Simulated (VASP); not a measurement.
# C (Cccm) in VASP: further runs

The runs below take C through single point, relaxation of cell and atoms, with PBE.

Program: VASP 6.6.1. These are calculated values, not measurements. Logs are shortened: lines on timing, memory, paths and dates and some standing lists are left out, and cuts for length are marked.

### 1 The cell of the first run

Symmetry: Cccm, No. 66, orthorhombic system. Conventional cell: a = 3.003 Å, b = 5.164 Å, c = 4.224 Å, α = 90.00°, β = 90.00°, γ = 90.00°. Within 2.0 Å of C (site symmetry 222) lie 4 C at 1.50 Å. C (site symmetry m) has 4 C at 1.50 to 1.61 Å within 2.0 Å.

### 2 Single point, PBE, collinear spin, ferromagnetic start

File INCAR:

```
ALGO     = Normal         # electronic algorithm
EDIFF    = 1E-6           # SCF threshold, eV
ENCUT    = 520            # plane-wave cutoff, eV
GGA      = PE             # functional
ISIF     = 2              # what is computed and relaxed
ISMEAR   = 0              # smearing method
ISPIN    = 2              # spin polarisation
LASPH    = T              # aspherical terms in the spheres
LCHARG   = F              # write CHGCAR
LORBIT   = 11             # projections on sites
LREAL    = F              # projectors in reciprocal space
LWAVE    = F              # write WAVECAR
MAGMOM   = 1 1 1 1 1 1    # initial moments
NBANDS   = 25             # bands
NELM     = 150            # most SCF steps
PREC     = Accurate       # precision mode
SIGMA    = 0.1            # smearing width, eV
```

File KPOINTS:

```
k-points
0
Gamma
  6 6 4
```

File POSCAR:

```
C
1.0
    1.5013383400     -2.5818922900      0.0000000000
    1.5013383400      2.5818922900      0.0000000000
    0.0000000000      0.0000000000      4.2241277500
C
6
Direct
    0.5000000000      0.5000000000      0.2500000000
    0.5000000000      0.5000000000      0.7500000000
    0.3032527700      0.0916540700      0.0000000000
    0.6967472300      0.9083459300      0.0000000000
    0.0916540700      0.3032527700      0.5000000000
    0.9083459300      0.6967472300      0.5000000000
```

Potentials or basis: VASP PAW PBE potentials, release 64 (C).

Command:

```
$ cat potpaw_PBE.64/C/POTCAR > POTCAR
$ mpirun -np 1 vasp_std > vasp.out
```

OUTCAR:

```text
EDIFF = 1E-6
   ENCUT = 520
   GGA = PE
   ISIF = 2
   ISMEAR = 0
   ISPIN = 2
   LASPH = T
   LORBIT = 11
   LREAL = F
   NELM = 150
   PREC = Accurate

 ion  position               nearest neighbor table
   1  0.500  0.500  0.250-   3 1.50   4 1.50   5 1.50   6 1.50
   2  0.500  0.500  0.750-   3 1.50   4 1.50   5 1.50   6 1.50
   3  0.303  0.092  0.000-   1 1.50   2 1.50   4 1.52   4 1.61
   4  0.697  0.908  0.000-   1 1.50   2 1.50   3 1.52   3 1.61
   5  0.092  0.303  0.500-   1 1.50   2 1.50   6 1.52   6 1.61
   6  0.908  0.697  0.500-   1 1.50   2 1.50   5 1.52   5 1.61

  LATTYP: Found a base centered orthorhombic cell.
 ALAT       =     3.0026766800
 B/A-ratio  =     1.7197271403
 C/A-ratio  =     1.4067874101

  Lattice vectors:

 A1 = (   1.5013383400,  -2.5818922900,   0.0000000000)
 A2 = (   1.5013383400,   2.5818922900,   0.0000000000)
 A3 = (   0.0000000000,   0.0000000000,   4.2241277500)

Analysis of symmetry for initial positions (statically):
=====================================================================
 Subroutine PRICEL returns:
 Original cell was already a primitive cell.

 Routine SETGRP: Setting up the symmetry group for a
 base centered orthorhombic supercell.

 Subroutine GETGRP returns: Found  8 space group operations
 (whereof  4 operations were pure point group operations)
 out of a pool of  8 trial point group operations.

The static configuration has the point symmetry C_2h.
 The point group associated with its full space group is D_2h.

Analysis of symmetry for dynamics (positions and initial velocities):
=====================================================================
 Subroutine PRICEL returns:
 Original cell was already a primitive cell.

 Routine SETGRP: Setting up the symmetry group for a
 base centered orthorhombic supercell.

 Subroutine GETGRP returns: Found  8 space group operations
 (whereof  4 operations were pure point group operations)
 out of a pool of  8 trial point group operations.

The dynamic configuration has the point symmetry C_2h.
 The point group associated with its full space group is D_2h.

Analysis of structural, dynamic, and magnetic symmetry:
=====================================================================
 Subroutine PRICEL returns:
 Original cell was already a primitive cell.

 Routine SETGRP: Setting up the symmetry group for a
 base centered orthorhombic supercell.

 Subroutine GETGRP returns: Found  8 space group operations
 (whereof  4 operations were pure point group operations)
 out of a pool of  8 trial point group operations.

The overall configuration has the point symmetry C_2h.
 The point group associated with its full space group is D_2h.

 Subroutine INISYM returns: Found  8 space group operations
 (whereof  4 operations are pure point group operations),
 and found     1 'primitive' translations

----------------------------------------------------------------------------------------

                                     Primitive cell

  volume of cell :      32.7479

  direct lattice vectors                    reciprocal lattice vectors
     1.501338340 -2.581892290  0.000000000     0.333036190 -0.193656413  0.000000000
     1.501338340  2.581892290  0.000000000     0.333036190  0.193656413  0.000000000
     0.000000000  0.000000000  4.224127750     0.000000000  0.000000000  0.236735264

  length of vectors
     2.986667810  2.986667810  4.224127750     0.385247855  0.385247855  0.236735264

  position of ions in fractional coordinates (direct lattice)
     0.500000000  0.500000000  0.250000000
     0.500000000  0.500000000  0.750000000
     0.303252770  0.091654070  0.000000000
     0.696747230  0.908345930  0.000000000
     0.091654070  0.303252770  0.500000000
     0.908345930  0.696747230  0.500000000

  ion indices of the primitive-cell ions
   primitive index   ion index
                 1           1
                 2           2
                 3           3
                 4           4
[... 34 lines left out ...]
  0.500000  0.000000  0.000000      2.000000
  0.166667  0.166667  0.000000      2.000000
  0.333333  0.166667  0.000000      4.000000
[... 16 lines left out ...]
  0.333333  0.333333  0.250000      4.000000
  0.500000  0.333333  0.250000      8.000000
 [... further k-points ...]
   k-points           NKPTS =     39   k-points in BZ     NKDIM =     39   number of bands    NBANDS=     25
   number of dos      NEDOS =    301   number of ions     NIONS =      6
   total plane-waves  NPLWV =  18432
   dimension x,y,z NGX =    24 NGY =   24 NGZ =   32
   dimension x,y,z NGXF=    48 NGYF=   48 NGZF=   64
   ions per type =               6
   NGX,Y,Z   is equivalent  to a cutoff of  13.36, 13.36, 12.59 a.u.
   NGXF,Y,Z  is equivalent  to a cutoff of  26.72, 26.72, 25.19 a.u.
 SYSTEM =  unknown system
   PREC   = accura    normal or accurate (medium, high low for compatibility)
   ISTART =      0    job   : 0-new  1-cont  2-samecut
   ICHARG =      2    charge: 1-file 2-atom 10-const
   ISPIN  =      2    spin polarized calculation?
   LNONCOLLINEAR =      F non collinear calculations
   LSORBIT =      F    spin-orbit coupling
   LASPH  =      T    aspherical Exc in radial PAW
   ENCUT  =  520.0 eV  38.22 Ry    6.18 a.u.   5.55  5.55  7.85*2*pi/ulx,y,z
   NELM   =    150;   NELMIN=  2; NELMDL= -5     # of ELM steps
   EDIFF  = 0.1E-05   stopping-criterion for ELM
   LREAL  =      F    real-space projection
   EDIFFG = 0.1E-04   stopping-criterion for IOM
   NSW    =      0    number of steps for IOM
   IBRION =     -1    ionic relax: 0-MD 1-quasi-New 2-CG
   NFREE  =      0    steps in history (QN), initial steepest desc. (CG)
   ISIF   =      2    stress and relaxation
   ISYM   =      2    0-nonsym 1-usesym 2-fastsym
   POTIM  = 0.5000    time-step for ionic-motion
   TEBEG  =    0.0;   TEEND  =   0.0 temperature during run
   PSTRESS=    0.0 pullay stress
   NELECT =      24.0000    total number of electrons
   NUPDOWN=      -1.0000    fix difference up-down
   EMIN   =  10.00;   EMAX   =-10.00  energy-range for DOS
   EFERMI =   0.00;   METHOD = LEGACY
   ISMEAR =     0;   SIGMA  =   0.10  broadening in eV -4-tet -1-fermi 0-gaus
   EFERMI_NEDOS =   21; number of points for ismear=-14 and -15
   IALGO  =     38    algorithm
   IMIX   =      4    mixing-type and parameters
     AMIX     =   0.40;   BMIX     =  1.00
     AMIX_MAG =   1.60;   BMIX_MAG =  1.00
  volume/ion in A,a.u.               =       5.46        36.83
  Fermi-wavevector in a.u.,A,eV,Ry     =   1.475992  2.789220 29.641004  2.178552
  Thomas-Fermi vector in A             =   2.590573
   LORBIT       =     11    0 simple, 1 ext, 2 COOP (PROOUT), +10 PAW based schemes
   GGA     = PE    functional components
   LHFCALC =     F    Hartree Fock is set to
   AEXX    =    0.0000 exact exchange contribution
   IVDW    =     0    specifies the selected vdW correction
   LEPSILON=     F    determine dielectric tensor
   LRPA    =     F    only Hartree local field effects (RPA)
 spin polarized calculation
 Gauss-broadening in eV      SIGMA  =   0.10
  energy-cutoff  :      520.00
  volume of cell :       32.75
 maximum number of plane-waves:       915
 NGX is ok and might be reduce to    24
   NGX = 11   NGY = 11   NGZ = 15

 number of electron      23.9999998 magnetization       0.0014242

 number of electron      23.9999998 magnetization      -0.0000970

 Free energy of the ion-electron system (eV)
  ---------------------------------------------------
  ext. energy  EPLUGINS =         0.00000000
  ---------------------------------------------------
  free energy    TOTEN  =       -45.04463359 eV

  energy without entropy =      -45.03742769  energy(sigma->0) =      -45.04103064

 E-fermi :  10.7542     XC(G=0): -13.4336

 val. band max:       10.7109729129   @ k =   0.3333   0.0000   0.5000
 cond. band min:      10.8096465594   @ k =   0.0000   0.0000   0.2500
 fundamental gap:      0.0986736465
 Fermi energy:        10.7541903141

 spin component 1

 k-point     1 :       0.0000    0.0000    0.0000
  band No.  band energies     occupation
      1     -12.2173      1.00000
      2      -6.9075      1.00000
      3      -4.4982      1.00000
      4       2.0254      1.00000
      5       2.9875      1.00000
      6       3.7298      1.00000
[... 637 lines left out ...]
     23      27.1644      0.00000
     24      28.0679      0.00000

 [... further k-points ...]

 spin component 2

 k-point     1 :       0.0000    0.0000    0.0000
  band No.  band energies     occupation
      1     -12.2174      1.00000
      2      -6.9076      1.00000
      3      -4.4982      1.00000
      4       2.0253      1.00000
      5       2.9875      1.00000
      6       3.7298      1.00000
[... 637 lines left out ...]
     23      27.1644      0.00000
     24      28.0679      0.00000

 [... further k-points ...]

 [bands above 24 left out]

------------------------ aborting loop because EDIFF is reached ----------------------------------------

  FORCE on cell =-STRESS in cart. coord.  units (eV):
  Direction    XX          YY          ZZ          XY          YZ          ZX
  --------------------------------------------------------------------------------------
  -------------------------------------------------------------------------------------
  Total        3.6694119     13.5391334     22.7873053      0.0000000      0.0000000      0.0000000
  in kB      179.5243277    662.3960198   1114.8586767      0.0000000      0.0000000      0.0000000
  external PRESSURE =     652.2596747 kB  Pullay stress =       0.0000000 kB

 VOLUME and BASIS-vectors are now :
 -----------------------------------------------------------------------------
  energy-cutoff  :      520.00
  volume of cell :       32.75
      direct lattice vectors                 reciprocal lattice vectors
     1.501338340 -2.581892290  0.000000000     0.333036190 -0.193656413  0.000000000
     1.501338340  2.581892290  0.000000000     0.333036190  0.193656413  0.000000000
     0.000000000  0.000000000  4.224127750     0.000000000  0.000000000  0.236735264

 POSITION                                       TOTAL-FORCE (eV/Angst)
 -----------------------------------------------------------------------------------
      1.50134      0.00000      1.05603         0.000000     -0.000000     -0.000000
      1.50134      0.00000      3.16810         0.000000     -0.000000      0.000000
      0.59289     -0.54633      0.00000         5.349753      0.863966     -0.000000
      2.40979      0.54633      0.00000        -5.349753     -0.863966      0.000000
      0.59289      0.54633      2.11206         5.349753     -0.863966     -0.000000
      2.40979     -0.54633      2.11206        -5.349753      0.863966      0.000000
 -----------------------------------------------------------------------------------
    total drift:                               -0.000000     -0.000000      0.000000

  FREE ENERGIE OF THE ION-ELECTRON SYSTEM (eV)
  ---------------------------------------------------
  free  energy   TOTEN  =       -45.0446335854 eV

  energy  without entropy=      -45.0374276933  energy(sigma->0) =      -45.04103064

 total charge

# of ion       s       p       d       tot
------------------------------------------
    1        0.870   1.836   0.000   2.706
    2        0.870   1.836   0.000   2.706
    3        0.849   1.736   0.000   2.585
    4        0.849   1.736   0.000   2.585
    5        0.849   1.736   0.000   2.585
    6        0.849   1.736   0.000   2.585
--------------------------------------------------
tot          5.136  10.617   0.000  15.752

 magnetization (x)

# of ion       s       p       d       tot
------------------------------------------
    1       -0.000   0.000   0.000  -0.000
    2       -0.000   0.000   0.000  -0.000
    3       -0.000  -0.000   0.000  -0.000
    4       -0.000  -0.000   0.000  -0.000
    5       -0.000  -0.000   0.000  -0.000
    6       -0.000  -0.000   0.000  -0.000
--------------------------------------------------
tot         -0.000  -0.000   0.000  -0.000
```

Run time: 23 s. Hardware: 1 thread of Intel Xeon 6975P-C (Granite Rapids), shared host; peak memory 0.18 GiB.

What came out:

```
Free energy                                           : -45.0446 eV
Pressure                                              : 65.2 GPa
Largest force                                         : 5.419 eV/Å
Band gap on the k mesh                                : zero (filled and empty bands overlap)
Net moment                                            : 0.00 μB per cell
Valence electrons inside the program's atomic spheres : C 2.71, 2.58
```

Forces on the atoms (eV/Å):
```
C    0.000  0.000  0.000
C    0.000  0.000  0.000
C    5.350  0.864  0.000
C   -5.350 -0.864  0.000
C    5.350 -0.864  0.000
C   -5.350  0.864  0.000
```

Caveat: the k points lie up to 0.40 Å⁻¹ apart; forces of over 1 eV/Å act on the atoms, so gaps and moduli don't describe the material at rest.

### 3 Relaxation of cell and atoms, PBE

File INCAR:

```
SYSTEM = C
PREC = Accurate
ENCUT = 910
EDIFF = 1E-7
ISMEAR = 0
SIGMA = 0.1
LREAL = .FALSE.
LASPH = .TRUE.
NELM = 120
ALGO = Normal
ISIF = 3
LWAVE = .FALSE.
LCHARG = .FALSE.
GGA = PE
IBRION = 2
NSW = 90
EDIFFG = -0.04
GGA_COMPAT = .FALSE.
NELMIN = 4
```

File KPOINTS:

```
Automatic mesh
0
G
  6 6 4
  0 0 0
```

POSCAR is that of step 2.

Potentials or basis: VASP PAW PBE potentials, release 64 (C_h).

Command:

```
$ cat potpaw_PBE.64/C_h/POTCAR > POTCAR
$ mpirun -np 1 vasp_std > vasp.out
```

Run time: 15 min. Hardware: 1 thread of Intel Xeon Platinum 8259CL at 2.50GHz (Skylake/Cascade Lake), shared host; peak memory 0.2 GiB.

Results (log left out):

```
Free energy                            : -50.7155 eV
Relaxed volume                         : 7.92 Å³/atom
Relaxed cell                           : a = 3.380 Å, b = 3.380 Å, c = 4.474 Å, α = 90.00°, β = 90.00°, γ = 111.63°
Space group after relaxing (to 0.05 Å) : Cccm (No. 66)
Energy gained by relaxing              : 930.0 meV/atom
Ionic steps                            : 29
Pressure after relaxing                : -0.1 GPa
Largest force after relaxing           : 0.020 eV/Å
Band gap on the k mesh                 : 0.90 eV, indirect (least direct gap 2.46 eV)
```

Forces in eV/Å, atoms in the order of the input:
```
C    0.000  0.000  0.000
C    0.000  0.000  0.000
C   -0.019 -0.005  0.000
C    0.019  0.005  0.000
C   -0.019  0.005  0.000
C    0.019 -0.005  0.000
```

Stress tensor (GPa, compression positive):
```
-0.65  0.00  0.00
 0.00  0.11  0.00
 0.00  0.00  0.19
```

Step by step:
| step | energy change (eV) | largest force (eV/Å) | pressure (GPa) | volume (Å³) |
| --- | --- | --- | --- | --- |
| 1 | 0.0000 | 5.4703 | 64.00 | 32.75 |
| 2 | -0.5532 | 5.4923 | -19.25 | 43.99 |
| 3 | -2.7233 | 2.8483 | 10.38 | 38.14 |
| 4 | -3.5155 | 2.4514 | -16.52 | 42.26 |
| 5 | -3.5181 | 2.3111 | -15.84 | 42.00 |
| 6 | -4.2672 | 3.0964 | -5.41 | 42.60 |
| 7 | -1.2079 | 21.9100 | 41.05 | 44.24 |
| 8 | -4.5004 | 5.0860 | 3.38 | 42.94 |
| 9 | -4.9415 | 3.9249 | 3.60 | 43.28 |
| 10 | -5.2344 | 1.9593 | 3.70 | 43.78 |
| 11 | -5.2355 | 1.8292 | 3.71 | 43.81 |
| 12 | -5.2998 | 0.8141 | 2.15 | 43.87 |
| 13 | -5.3276 | 0.4143 | 0.38 | 43.95 |
| 14 | -5.3506 | 0.3185 | 1.06 | 43.98 |
| 15 | -5.3905 | 0.4600 | 3.19 | 44.07 |
| 16 | -5.3940 | 0.6596 | 4.14 | 44.10 |
| 17 | -5.4191 | 0.4882 | 3.63 | 44.33 |
| 18 | -5.4541 | 1.1591 | 2.30 | 44.98 |
| 19 | -5.4768 | 1.0052 | 2.13 | 45.21 |
| 20 | -5.5279 | 0.6084 | 1.62 | 45.89 |
| 21 | -5.5624 | 0.6935 | 0.33 | 47.23 |
| 22 | -5.5628 | 0.6236 | 0.49 | 47.09 |
| 23 | -5.5732 | 0.2896 | -0.61 | 47.41 |
| 24 | -5.5735 | 0.3065 | -0.82 | 47.48 |
| 25 | -5.5777 | 0.1598 | -0.49 | 47.50 |
| 26 | -5.5795 | 0.1124 | -0.10 | 47.53 |
| 27 | -5.5799 | 0.0613 | -0.20 | 47.52 |
| 28 | -5.5799 | 0.0418 | -0.19 | 47.52 |
| 29 | -5.5801 | 0.0196 | -0.12 | 47.50 |

Final structure:
```
C
1.0
     1.89892   -2.79564    0.00000
     1.89892    2.79564    0.00000
     0.00000    0.00000    4.47402
C
6
Cartesian
  1.8989 0.0000 1.1185
  1.8989 0.0000 3.3555
  1.2350 -0.7970 0.0000
  2.5628 0.7970 4.4740
  1.2350 0.7970 2.2370
  2.5628 -0.7970 2.2370
```

Levels at points of the mesh, in eV from the valence-band top:
```
           k point  band 10  band 11  band 12  band 13  band 14  band 15
(0.00, 0.00, 0.00)    -3.17    -2.41    -1.63     1.85     4.53     5.66
(0.50, 0.00, 0.00)    -2.86    -2.05    -1.86     1.09     5.14     6.07
(0.50, 0.50, 0.00)    -3.72    -1.96    -1.56     0.90     1.88     8.12
(0.00, 0.00, 0.50)    -5.81     0.00     0.00     3.01     3.01     4.69
(0.50, 0.00, 0.50)    -3.48    -2.22    -1.98     3.57     5.07     5.68
(0.50, 0.50, 0.50)    -3.64    -3.51    -3.51     2.04     2.04     8.19
```

Caveat: the cutoff is under 1.25 times the usual one of these potentials, so pressure, stress and relaxed cells hold a basis-set (Pulay) error; the volume moved by over 15 % at a fixed basis, so the end points are rough.
